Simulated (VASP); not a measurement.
Crystal: Mo.

```
Mo
1.0
     2.80392    0.00000    0.00000
    -1.40196    2.42827    0.00000
     0.00000    0.00000    4.57880
Mo
2
Direct
  0.33333 0.66667 0.25000
  0.66667 0.33333 0.75000
```

- Program: VASP 6.6.1
- Task: relaxation of cell and atoms
- Functional: RPBE
- Potentials or basis: VASP PAW PBE potentials, release 64 (Mo_sv)
- Cutoff: 600 eV
- k mesh: 13 × 13 × 7
- Occupations: fermi-dirac, width 0.1 eV
- Spin: no spin polarisation

At the start: pressure 10.7 GPa; volume 15.59 Å³/atom.

Q: How do energy, volume and symmetry change on relaxing?

A: Over 13 steps the energy falls by 48.8 meV/atom and the volume is 16.37 Å³/atom (+5.0 %); space group P6_3/mmc (No. 194, to 0.05 Å).

The path:
| step | energy change (eV) | largest force (eV/Å) | pressure (GPa) | volume (Å³) |
| --- | --- | --- | --- | --- |
| 1 | 0.0000 | 0.0000 | 10.72 | 31.18 |
| 2 | 0.1662 | 0.0000 | -18.76 | 36.12 |
| 3 | -0.0488 | 0.0000 | -0.86 | 32.69 |
| 4 | -0.0489 | 0.0000 | -0.53 | 32.64 |
| 5 | -0.0700 | 0.0000 | -0.72 | 32.71 |
| 6 | -0.0971 | 0.0000 | -0.47 | 32.80 |
| 7 | -0.0973 | 0.0000 | -0.32 | 32.81 |
| 8 | -0.0974 | 0.0000 | -0.39 | 32.81 |
| 9 | -0.0974 | 0.0000 | -0.35 | 32.81 |
| 10 | -0.0970 | 0.0000 | 1.09 | 32.60 |
| 11 | -0.0975 | 0.0000 | 0.00 | 32.75 |
| 12 | -0.0975 | 0.0000 | 0.07 | 32.74 |
| 13 | -0.0975 | 0.0000 | 0.06 | 32.74 |

Final structure:
```
Mo
1.0
     2.77218    0.00000    0.00000
    -1.38609    2.40078    0.00000
     0.00000    0.00000    4.91998
Mo
2
Direct
  0.33333 0.66667 0.25000
  0.66667 0.33333 0.75000
```

Caveat: the PAW data sets were made with another functional, which shifts forces and pressure a little.
